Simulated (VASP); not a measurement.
Crystal: Cd.

```
Cd
1.0
     2.87000    0.00000    0.00000
     0.00000    2.87000    0.00000
     0.00000    0.00000    2.87000
Cd
1
Direct
  0.00000 0.00000 0.00000
```

This isn't the form of Cd at room conditions, which is hcp.

```yaml
Program: VASP 6.6.1
Task: relaxation of cell and atoms
Functional: PBE
Potentials_or_basis: VASP PAW PBE potentials, release 64 (Cd_sv_GW)
Cutoff: 540 eV
k_mesh: 7 × 7 × 7
Occupations: gaussian, width 0.05 eV
Spin: no spin polarisation
```

At the start: pressure 3.9 GPa; volume 23.64 Å³/atom.

**Question.** Where does the relaxation end?

**Answer.** Over 3 steps the energy falls by 19.9 meV/atom and the volume is 25.40 Å³/atom (+7.5 %); space group Pm-3m (No. 221, to 0.1 Å) before and after.

Step by step:
```csv
step,energy change (eV),largest force (eV/Å),pressure (GPa),volume (Å³)
1,0.0000,0.0000,3.92,23.64
2,-0.0195,0.0000,-0.44,25.67
3,-0.0199,0.0000,0.01,25.40
```

Final structure:
```
Cd
1.0
     2.93961    0.00000    0.00000
     0.00000    2.93961    0.00000
     0.00000    0.00000    2.93961
Cd
1
Cartesian
  0.0000 0.0000 0.0000
```
